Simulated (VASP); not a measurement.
A run of VASP 6.6.1:

The input INCAR:

```
SYSTEM = Ti3Al
ALGO = Fast ; EDIFF = 1E-6
ENCUT = 520 ; GGA = PS
ISIF = 2 ; ISMEAR = 0
ISPIN = 2 ; LASPH = .TRUE.
LCHARG = .FALSE. ; LMAXMIX = 4
LORBIT = 11 ; LREAL = .FALSE.
LWAVE = .FALSE. ; MAGMOM = 0.7 0.7 0.7 0
NBANDS = 32 ; NELM = 150
NUPDOWN = 2.1 ; PREC = Accurate
SIGMA = 0.15
```

File KPOINTS:

```
k-points
0
G
  12 12 12
  0 0 0
```

File POSCAR:

```
Ti3Al
1.0
    0.0000000000      3.2562326158      3.2562326158
    3.2562326158      0.0000000000      3.2562326158
    3.2562326158      3.2562326158      0.0000000000
Ti Al
3 1
Direct
    0.7500000000      0.7500000000      0.7500000000
    0.2500000000      0.2500000000      0.2500000000
    0.0000000000      0.0000000000      0.0000000000
    0.5000000000      0.5000000000      0.5000000000
```

Potentials or basis: VASP PAW PBE potentials, release 64 (Ti_sv, Al).

Run with:

```sh
$ cat potpaw_PBE.64/Ti_sv/POTCAR potpaw_PBE.64/Al/POTCAR > POTCAR
$ mpirun -np 1 vasp_std > vasp.out
```

Hardware: 1 thread of Intel(R) Xeon(R) 6975P-C (Granite Rapids), on a shared host.

Q: How long does it take, and how much memory?

A: Run time: 6.8 min on 1 thread of Intel(R) Xeon(R) 6975P-C (Granite Rapids) (shared host), peak memory 0.38 GiB. Counts: scf iterations 37, k points 72.
